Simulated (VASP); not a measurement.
Runs of VASP 6.6.1 on AlN. The structure is that of space group P6_3mc (No. 186), or close to it. The cells are those of the table. 

```tsv
cell	gap on the mesh (eV)	pressure (GPa)	largest force (eV/Å)
a = 3.111, b = 3.111, c = 5.127 Å, angles 90.0, 90.0, 120.0°, 4 atoms	3.89	-4.6	0.42
a = 3.158, b = 3.158, c = 5.127 Å, angles 90.0, 90.0, 120.0°, 4 atoms	3.61	-10.0	0.28
a = 3.204, b = 3.204, c = 4.829 Å, angles 90.0, 90.0, 120.0°, 4 atoms	3.68	-5.0	0.58
a = 3.204, b = 3.204, c = 5.053 Å, angles 90.0, 90.0, 120.0°, 4 atoms	3.43	-12.7	0.06
a = 3.204, b = 3.204, c = 4.978 Å, angles 90.0, 90.0, 120.0°, 4 atoms	3.51	-10.5	0.10
a = 3.158, b = 3.158, c = 4.978 Å, angles 90.0, 90.0, 120.0°, 4 atoms	3.80	(b)	0.02
a = 3.204, b = 3.204, c = 5.127 Å, angles 90.0, 90.0, 120.0°, 4 atoms	3.34	-14.7	0.17
a = 3.158, b = 3.158, c = 4.829 Å, angles 90.0, 90.0, 120.0°, 4 atoms	3.97	0.5	0.44
a = 3.111, b = 3.111, c = 5.053 Å, angles 90.0, 90.0, 120.0°, 4 atoms	(a)	-2.1	0.32
a = 3.204, b = 3.204, c = 4.903 Å, angles 90.0, 90.0, 120.0°, 4 atoms	3.60	-7.9	0.31
a = 3.158, b = 3.158, c = 5.053 Å, angles 90.0, 90.0, 120.0°, 4 atoms	3.71	-7.8	0.17
a = 3.158, b = 3.158, c = 4.903 Å, angles 90.0, 90.0, 120.0°, 4 atoms	3.88	-2.7	0.18
```

Alike in all rows: task single point; level PBEsol; potentials or basis VASP PAW PBE potentials, release 64 (Al, N); no spin polarisation; k mesh 9 × 9 × 6; cutoff (eV) 520; smearing gaussian 0.05 eV.

Problem. Fill in the values left out.

Solution. (a) 3.99; (b) -5.4.

Caveats: the PAW data sets were made with another functional, which shifts forces and pressure a little.

A k mesh can miss the band edges.
